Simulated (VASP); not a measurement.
Set up this calculation in VASP 6.6.1, as the native input.

| Property | Result |
| --- | --- |
| Task | single point |
| Functional | PBE |
| Potentials or basis | VASP PAW PBE potentials, release 64 (B, N) |
| Cutoff | 520 eV |
| k mesh | 17 × 17 × 17 |
| Occupations | fermi-dirac, width 0.05 eV |
| Spin | no spin polarisation |
| Dipole correction | no |
| Further INCAR settings | ALGO = Normal; EDIFF = 1e-06; NBANDS = 11 |

The structure of BN (zincblende type) lies in POSCAR:

```
BN
1.0
    0.0000000000      1.6009114386      1.6009114386
    1.6009114386      0.0000000000      1.6009114386
    1.6009114386      1.6009114386      0.0000000000
B N
1 1
Direct
    0.0000000000      0.0000000000      0.0000000000
    0.2500000000      0.2500000000      0.2500000000
```

One way to write it, as run:

INCAR

```
SYSTEM = BN
  ALGO = Normal
  EDIFF = 1E-6
  ENCUT = 520
  GGA = PE
  ISIF = 2
  ISMEAR = -1
  LASPH = .TRUE.
  LCHARG = .FALSE.
  LREAL = .FALSE.
  LWAVE = .FALSE.
  NBANDS = 11
  NELM = 100
  PREC = Accurate
  SIGMA = 0.05
```

KPOINTS

```
k-points
0
G
  17 17 17
  0 0 0
```

Potentials or basis: VASP PAW PBE potentials, release 64 (B, N).

The run is started by

```bash
$ cat potpaw_PBE.64/B/POTCAR potpaw_PBE.64/N/POTCAR > POTCAR
$ mpirun -np 1 vasp_std > vasp.out
```

Results of the run:

The pressure is 271.6 GPa. The band gap on the k mesh is 4.83 eV, indirect (least direct gap 10.56 eV).

It took 9.7 s on 1 thread of Intel(R) Xeon(R) Platinum 8375C CPU @ 2.90GHz (Ice Lake), on a shared host, peak memory 0.12 GiB.
